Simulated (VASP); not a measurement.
# Si63N (a cell with a defect) in VASP: single point with PBE

Aim: the single point of Si63N (a cell with a defect) with PBE.

Program: VASP 6.6.1. These are calculated values, not measurements. Logs are shortened: lines on timing, memory, paths and dates and some standing lists are left out, and cuts for length are marked.

### Step 1. The cell of the first run

The cell holds a defect, 64 atoms: a = 10.161 Å, b = 10.690 Å, c = 14.247 Å, α = 108.32°, β = 92.88°, γ = 109.83°.

### Step 2. Single point, PBE, collinear spin

File INCAR:

```
SYSTEM = Si63N
ALGO     = Normal         ! electronic algorithm
EDIFF    = 1E-6           ! SCF threshold, eV
ENCUT    = 520            ! plane-wave cutoff, eV
GGA      = PE             ! functional
ISIF     = 2              ! what is computed and relaxed
ISMEAR   = 0              ! smearing method
ISPIN    = 2              ! spin polarisation
LASPH    = .True.         ! aspherical terms in the spheres
LCHARG   = .False.        ! write CHGCAR
LORBIT   = 11             ! projections on sites
LREAL    = Auto         
LWAVE    = .False.        ! write WAVECAR
MAGMOM   = 0.5 0 0 0 0 0 0 0 0 0 0 0 0 0 0 0 0 0 0 0 0.5 0 0 0 0 0 0 0.5 0 0 0 0 0.5 0 0 0 0 0 0 0 0 0 0 0 0 0 0 0 0 0 0 0 0 0 0.5 0 0 0 0 0 0 0 0 0 ! initial moments
NBANDS   = 170            ! bands
NELM     = 150            ! most SCF steps
PREC     = Accurate       ! precision mode
SIGMA    = 0.05           ! smearing width, eV
```

File KPOINTS:

```
k-points
0
Gamma
  1 1 1
  0 0 0
```

File POSCAR:

```
Si63N
1.0
    6.6508880000      6.6508890000      3.8447710000
   -9.9763330000      3.3254440000      1.9223860000
    3.3254440000     -9.9763330000      9.6119280000
N Si
1 63
Direct
    0.1273338874      0.9540738878      0.9542743364
    0.3733316280      0.7073036361      0.7086486769
    0.1347849574      0.6968597050      0.2032237074
    0.6335742060      0.4545689361      0.4543037201
    0.8863303040      0.2032184616      0.2030849390
    0.3918837764      0.4572660881      0.9540811393
    0.6375192348      0.2007375571      0.7059199955
    0.1320184564      0.4549746965      0.4549247544
    0.3796586604      0.1972158566      0.1976026345
    0.1359156428      0.2098012532      0.7043275878
    0.8858934125      0.9566160594      0.4495484088
    0.6275851764      0.9564411347      0.9578938349
    0.8886770789      0.7109850197      0.7110536135
    0.3813403924      0.9528742246      0.4593998288
    0.6327829660      0.7115842067      0.2024297997
    0.8804791133      0.4469287829      0.9551560625
    0.1143277216      0.5283813995      0.0443205121
    0.3702261519      0.2980333281      0.7935071098
    0.6178110659      0.0433763079      0.5448764362
    0.1187370044      0.2942396268      0.2954657918
    0.3276214262      0.0326267726      0.0322640039
    0.1164698405      0.0490453297      0.5441608671
    0.8704836158      0.8000449467      0.2868230645
    0.6114727853      0.7977226365      0.7963538363
    0.8673966181      0.5486013844      0.5483042639
    0.3656674703      0.7943118975      0.2985612612
    0.6270263515      0.5556656492      0.0446911636
    0.1139936093      0.8191943420      0.8209890284
    0.3645941995      0.5484785700      0.5481051063
    0.8700867418      0.2870132890      0.7985269234
    0.6153705565      0.2945116166      0.2926214877
    0.8693361646      0.0425716054      0.0422853455
    0.0571099350      0.1106203856      0.9532806383
    0.2834543949      0.8887501646      0.7147444898
    0.5446545185      0.6341949699      0.4559663203
    0.0561217883      0.8817183377      0.1944864035
    0.2921672477      0.6292617271      0.9573556712
    0.0426758715      0.6357869165      0.4555703282
    0.7948423755      0.3836498823      0.2040197227
    0.5505322516      0.3835919612      0.7045903100
    0.7941533021      0.1353811661      0.4542178689
    0.2983836627      0.3830063720      0.2051315604
    0.5292141251      0.1326046273      0.9574450126
    0.0416792455      0.3886220290      0.7088375747
    0.2970007836      0.1343829251      0.4552703577
    0.7944004062      0.8829742073      0.7042923614
    0.5367241827      0.8885611017      0.2052975362
    0.8099034842      0.6384529872      0.9520049477
    0.1964831303      0.6245698444      0.8032967516
    0.4563263194      0.3674120385      0.5454657578
    0.7051091401      0.1173213329      0.2935293576
    0.2133951856      0.3513363526      0.0406597191
    0.4556231878      0.1166681453      0.7946437595
    0.2088329284      0.1140073661      0.2937544991
    0.9787594434      0.8745816287      0.0318016065
    0.7095180154      0.8651700625      0.5421232810
    0.9537220777      0.6177343445      0.2939335890
    0.4392345019      0.8679504428      0.0444610562
    0.7054610835      0.6176020994      0.7947612680
    0.1996490382      0.8681955364      0.5505758775
    0.4584993182      0.6164627851      0.2946231867
    0.9540774628      0.3674626226      0.5465538538
    0.6979036009      0.3650215595      0.0455060277
    0.9660018623      0.1083603566      0.7959516568
```

Potentials or basis: VASP PAW PBE potentials, release 64 (N, Si).

The run is started by

```
$ cat potpaw_PBE.64/N/POTCAR potpaw_PBE.64/Si/POTCAR > POTCAR
$ mpirun -np 1 vasp_gam > vasp.out
```

OUTCAR:

```text
SYSTEM = Si63N
   EDIFF = 1E-6
   ENCUT = 520
   GGA = PE
   ISIF = 2
   ISMEAR = 0
   ISPIN = 2
   LASPH = .True.
   LORBIT = 11
   LREAL = Auto
   NELM = 150
   PREC = Accurate

 ion  position               nearest neighbor table
   1  0.127  0.954  0.954-  28 1.96  21 2.03  55 2.03  33 2.03
   2  0.373  0.707  0.709-  29 2.36  24 2.39  34 2.39  49 2.40
   3  0.135  0.697  0.203-  17 2.36  26 2.36  57 2.38  36 2.40
   4  0.634  0.455  0.454-  31 2.35  35 2.38  50 2.38  25 2.38
   5  0.886  0.203  0.203-  32 2.35  20 2.36  51 2.39  39 2.41
   6  0.392  0.457  0.954-  18 2.33  27 2.37  37 2.37  52 2.41
[... 24 lines left out ...]
  31  0.615  0.295  0.293-   4 2.35  51 2.37  39 2.37   9 2.40
  32  0.869  0.043  0.042-   5 2.35  33 2.38  55 2.38  12 2.41
  33  0.057  0.111  0.953-   1 2.03  64 2.37  32 2.38  52 2.39  55 2.96
  34  0.283  0.889  0.715-  53 2.34  60 2.37   2 2.39  28 2.43
  35  0.545  0.634  0.456-  56 2.34  61 2.34   4 2.38  29 2.40
  36  0.056  0.882  0.194-  54 2.35  55 2.38   3 2.40  23 2.43
  37  0.292  0.629  0.957-  49 2.33  58 2.35   6 2.37  17 2.39
  38  0.043  0.636  0.456-  60 2.35  57 2.36  25 2.38   8 2.40
  39  0.795  0.384  0.204-  63 2.34  57 2.35  31 2.37   5 2.41
[... 13 lines left out ...]
  53  0.456  0.117  0.795-  34 2.34  43 2.34   7 2.38  18 2.38
  54  0.209  0.114  0.294-  45 2.34  36 2.35   9 2.37  20 2.39
  55  0.979  0.875  0.032-   1 2.03  36 2.38  48 2.38  32 2.38  33 2.96
  56  0.710  0.865  0.542-  35 2.34  46 2.35  19 2.38  11 2.40
  57  0.954  0.618  0.294-  39 2.35  38 2.36   3 2.38  23 2.40
  58  0.439  0.868  0.044-  37 2.35  47 2.36  12 2.41  21 2.44
  59  0.705  0.618  0.795-  48 2.34  40 2.34  13 2.37  24 2.42
  60  0.200  0.868  0.551-  38 2.35  34 2.37  22 2.38  14 2.40
  61  0.458  0.616  0.295-  35 2.34  42 2.35  26 2.38  15 2.40
  62  0.954  0.367  0.547-  44 2.35  41 2.35  25 2.38   8 2.39
  63  0.698  0.365  0.046-  39 2.34  43 2.37  27 2.38  16 2.39
  64  0.966  0.108  0.796-  46 2.34  33 2.37  10 2.39  30 2.41

  LATTYP: Found a triclinic cell.
 ALAT       =    10.1612449887
 B/A-ratio  =     3.0241273988
 C/A-ratio  =     1.1803256044
 COS(alpha) =     0.0006103648
 COS(beta)  =     0.5449076326
 COS(gamma) =     0.7560318497

  Lattice vectors:

 A1 = (  -6.6508880000,  -6.6508890000,  -3.8447710000)
 A2 = ( -26.6035530000,  -0.0000010000, -15.3790840000)
 A3 = (   3.3254450000,  -9.9763330000,  -5.7671570000)

Analysis of symmetry for initial positions (statically):
=====================================================================
 Subroutine PRICEL returns:
 Original cell was already a primitive cell.

 Routine SETGRP: Setting up the symmetry group for a
 triclinic supercell.

[... 275 lines left out ...]
  ext. energy  EPLUGINS =         0.00000000
  ---------------------------------------------------
  free energy    TOTEN  =      -341.26158983 eV

  energy without entropy =     -341.25997199  energy(sigma->0) =     -341.26078091

 E-fermi :   5.5202     XC(G=0):  -9.0733

 val. band max:        5.4356590255   @ k =   0.0000   0.0000   0.0000
 cond. band min:       5.6047319620   @ k =   0.0000   0.0000   0.0000
 fundamental gap:      0.1690729365
 Fermi energy:         5.5201954938

 spin component 1

 k-point     1 :       0.0000    0.0000    0.0000
  band No.  band energies     occupation
      1     -11.1262      1.00000
      2      -6.5273      1.00000
      3      -5.9350      1.00000
      4      -5.8424      1.00000
      5      -5.5160      1.00000
      6      -5.4072      1.00000
[... 132 lines left out ...]
    139       6.6904      0.00000
    140       6.7725      0.00000
 Fermi energy:         5.5201954938

 spin component 2

 k-point     1 :       0.0000    0.0000    0.0000
  band No.  band energies     occupation
      1     -11.0363      1.00000
      2      -6.5177      1.00000
      3      -5.9214      1.00000
      4      -5.8332      1.00000
      5      -5.5032      1.00000
      6      -5.3837      1.00000
[... 132 lines left out ...]
    139       6.7183      0.00000
    140       6.7940      0.00000
 [bands above 140 left out]

------------------------ aborting loop because EDIFF is reached ----------------------------------------

  FORCE on cell =-STRESS in cart. coord.  units (eV):
  Direction    XX          YY          ZZ          XY          YZ          ZX
  --------------------------------------------------------------------------------------
  -------------------------------------------------------------------------------------
  Total      -11.0797869     -5.9899409      4.6201866     -6.3720624     -4.6119646     -4.4121346
  in kB      -13.0473450     -7.0536398      5.4406433     -7.5036188     -5.4309613     -5.1956452
  external PRESSURE =      -4.8867805 kB  Pullay stress =       0.0000000 kB

 VOLUME and BASIS-vectors are now :
 -----------------------------------------------------------------------------
  energy-cutoff  :      520.00
  volume of cell :     1360.57
      direct lattice vectors                 reciprocal lattice vectors
     6.650888000  6.650889000  3.844771000     0.037588962  0.075177924  0.065023377
    -9.976333000  3.325444000  1.922386000    -0.075177924  0.037588958  0.065023369
     3.325444000 -9.976333000  9.611928000     0.000000004 -0.037588961  0.065023374

 POSITION                                       TOTAL-FORCE (eV/Angst)
 -----------------------------------------------------------------------------------
     -5.49789     -5.50056     11.49608        -0.016725     -0.002790      0.002435
     -2.21674     -2.23463      9.60657         0.005822      0.007519      0.013680
     -5.37986      1.18638      3.81122        -0.000027     -0.005119     -0.001565
      1.18966      1.19319      7.67654         0.001093      0.004404     -0.003018
      4.54286      4.54463      5.75044         0.006180      0.005922     -0.001389
      1.21728     -5.39124     11.55630        -0.013298     -0.004677      0.001178
[... 56 lines left out ...]
      1.15143      5.40155      3.82239        -0.005315      0.001643     -0.016363
      7.99062     -1.15556     11.57300        -0.008045      0.000314     -0.016614
 -----------------------------------------------------------------------------------
    total drift:                               -0.001222     -0.017142      0.015730

  FREE ENERGIE OF THE ION-ELECTRON SYSTEM (eV)
  ---------------------------------------------------
  free  energy   TOTEN  =      -341.2615898328 eV

  energy  without entropy=     -341.2599719922  energy(sigma->0) =     -341.26078091

 total charge

# of ion       s       p       d       tot
------------------------------------------
    1        1.274   2.384   0.000   3.658
    2        0.750   0.916   0.000   1.666
    3        0.752   0.922   0.000   1.673
    4        0.754   0.919   0.000   1.674
    5        0.750   0.917   0.000   1.668
    6        0.751   0.924   0.000   1.676
[... 56 lines left out ...]
   63        0.755   0.923   0.000   1.677
   64        0.754   0.917   0.000   1.671
--------------------------------------------------
tot         48.739  60.027   0.000 108.766

 magnetization (x)

# of ion       s       p       d       tot
------------------------------------------
    1        0.047   0.002   0.000   0.050
    2        0.002   0.001   0.000   0.002
    3        0.001  -0.000   0.000   0.000
    4        0.007   0.002   0.000   0.008
    5        0.001   0.001   0.000   0.003
    6        0.000   0.001   0.000   0.001
[... 56 lines left out ...]
   63       -0.000   0.001   0.000   0.000
   64       -0.001  -0.001   0.000  -0.001
--------------------------------------------------
tot          0.153   0.156   0.000   0.308
```

It took 15 min on 1 thread of AMD EPYC 7R43 (Zen 3), shared host; peak memory 1.6 GiB.

Results:

* Free energy: -341.2616 eV
* Pressure: -0.5 GPa
* Largest force: 0.032 eV/Å
* Band gap on the k mesh: 0.17 eV
* Net moment: 0.98 μB per cell
* Site moments: N +0.05; Si +0.00, +0.01, -0.00, +0.05, +0.02, +0.04 μB
* Valence electrons inside the program's atomic spheres: N 3.66; Si 1.67, 1.68, 1.66, 1.58, 1.60, 1.69

Forces on the atoms (eV/Å):
```
N   -0.017 -0.003  0.002
Si   0.006  0.008  0.014
Si   0.000 -0.005 -0.002
Si   0.001  0.004 -0.003
Si   0.006  0.006 -0.001
Si  -0.013 -0.005  0.001
Si   0.004 -0.012  0.000
Si   0.003  0.009 -0.003
Si  -0.013 -0.003  0.012
Si  -0.003  0.005 -0.001
Si  -0.008  0.004 -0.002
Si   0.004  0.004  0.000
Si  -0.001 -0.004 -0.011
Si   0.013 -0.002 -0.009
Si  -0.008  0.000  0.006
Si  -0.002 -0.006  0.014
Si   0.004  0.001 -0.003
Si  -0.009  0.006  0.002
Si   0.003 -0.008  0.006
Si  -0.007 -0.003  0.014
Si   0.024  0.010  0.017
Si  -0.001 -0.003  0.000
Si   0.003 -0.005 -0.001
Si   0.008 -0.003 -0.009
Si   0.002 -0.001  0.001
Si   0.007 -0.002 -0.002
Si  -0.008  0.003 -0.004
Si   0.016  0.008 -0.026
Si   0.000 -0.005  0.009
Si   0.000 -0.005 -0.004
Si  -0.005 -0.008  0.007
Si  -0.011 -0.015 -0.025
Si   0.010  0.004  0.016
Si  -0.006  0.007 -0.001
Si   0.013  0.011 -0.009
Si   0.012 -0.006  0.023
Si   0.007 -0.002 -0.001
Si  -0.011 -0.005  0.001
Si  -0.014 -0.003  0.004
Si  -0.005 -0.002  0.005
Si  -0.003 -0.001  0.003
Si   0.006  0.010  0.000
Si   0.001  0.003 -0.002
Si   0.006  0.002  0.011
Si  -0.003  0.000 -0.003
Si   0.009  0.003 -0.004
Si   0.002 -0.002 -0.018
Si  -0.002 -0.012 -0.019
Si  -0.003 -0.003  0.004
Si   0.009  0.008 -0.005
Si   0.002 -0.011 -0.002
Si  -0.004  0.009  0.013
Si  -0.009 -0.005  0.005
Si   0.001  0.009 -0.002
Si   0.004  0.014  0.001
Si  -0.003 -0.014  0.007
Si   0.010  0.006  0.003
Si  -0.007  0.007 -0.004
Si   0.003  0.009  0.002
Si   0.001  0.002  0.006
Si  -0.004  0.000 -0.003
Si  -0.006 -0.012  0.003
Si  -0.005  0.002 -0.016
Si  -0.008  0.000 -0.017
```

Levels at points of the mesh, in eV from the valence-band top:
Spin up:
```tsv
k point	band 127	band 128	band 129	band 130	band 131	band 132
(0.00, 0.00, 0.00)	-0.63	-0.55	0.00	0.70	0.73	0.74
```
Spin down:
```csv
k point,band 126,band 127,band 128,band 129,band 130,band 131
"(0.00, 0.00, 0.00)",-0.70,-0.62,-0.54,0.17,0.73,0.75
```

Caveat: the k points lie up to 0.67 Å⁻¹ apart.
